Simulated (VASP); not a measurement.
## C: single point with rpbe exchange, lyp correlation

C:

```
C
1.0
     1.25737    0.72595    8.44506
    -1.25737    0.72595    8.44506
     0.00000   -1.45189    8.44506
C
4
Direct
  0.08717 0.08717 0.08717
  0.75385 0.75385 0.75385
  0.24615 0.24615 0.24615
  0.91283 0.91283 0.91283
```

```json
{
  "Program": "VASP 6.6.1",
  "Task": "single point",
  "Functional": "rpbe exchange, lyp correlation",
  "Potentials or basis": "VASP PAW PBE potentials, release 64 (C)",
  "Cutoff": "600 eV",
  "k mesh": "12 × 12 × 12",
  "Occupations": "methfessel-paxton, width 0.1 eV",
  "Spin": "collinear spin",
  "Starting moments": "[0.75, -0.25, 0.75, -0.25] μB",
  "Fixed moment": "1 μB"
}
```

```json
{
 "Pressure": "-3.0 GPa",
 "Largest force": "0.008 eV/Å",
 "Net moment": "1.00 μB per cell",
 "Site moments": "C +0.13 μB",
 "Valence electrons inside the program's atomic spheres": "C 2.59"
}
```

Forces in eV/Å, atoms in the order of the input:
```
C    0.000  0.000 -0.004
C    0.000  0.000 -0.008
C    0.000  0.000  0.008
C    0.000  0.000  0.004
```

Stress tensor (GPa, compression positive):
```
-4.58  0.00  0.00
 0.00 -4.58  0.00
 0.00  0.00  0.16
```

Run time: 75 min on 1 thread of Intel(R) Xeon(R) Platinum 8259CL CPU @ 2.50GHz (Skylake/Cascade Lake) (shared host), peak memory 1.1 GiB.

Caveat: the cell stands under tension; the PAW data sets were made with another functional, which shifts forces and pressure a little; the total moment is fixed, so each spin has its own Fermi level and the state may be an excited one.
